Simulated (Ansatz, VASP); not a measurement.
## Two plane-wave programs on SiO2

```
Si O
1.0
     4.14334    0.00000    0.00000
     0.00000    4.14334    0.00000
     0.00000    0.00000    2.64215
Si O
2 4
Direct
  0.00000 0.00000 0.00000
  0.50000 0.50000 0.50000
  0.30509 0.30509 0.00000
  0.19491 0.80509 0.50000
  0.80509 0.19491 0.50000
  0.69491 0.69491 0.00000
```

Change from the starting cell: hydrostatic strain -1.0%.

Alike in both runs: task single point; functional r2SCAN; k mesh 6 × 6 × 10; no spin polarisation.

```csv
,VASP,Ansatz
version,VASP 6.6.1,Ansatz 0.2.0
potentials or method,"VASP PAW PBE potentials, release 64 (Si, O)","plane waves, PAW"
plane-wave cutoff (eV),520,500
occupations,"gaussian, width 0.01 eV",fixed
valence electrons in the cell,32,32
```

|  | VASP | Ansatz | Ansatz less VASP |
| --- | --- | --- | --- |
| gap on the k mesh at the Fermi level (eV) | 7.04 | 7.04 | 0.000 |
| pressure (GPa) | 10.7 | 10.2 | -0.47 |
| traceless stress, the component that is largest in VASP (GPa) | 2.62 | 1.99 | -0.627 |
| rms of the force components (eV/Å) | 0.012 | 0.001 | -0.0105 |

VASP's potentials were made for PBE, not for r2SCAN. Atom by atom the forces differ by 0.011 eV/Å (rms over components).
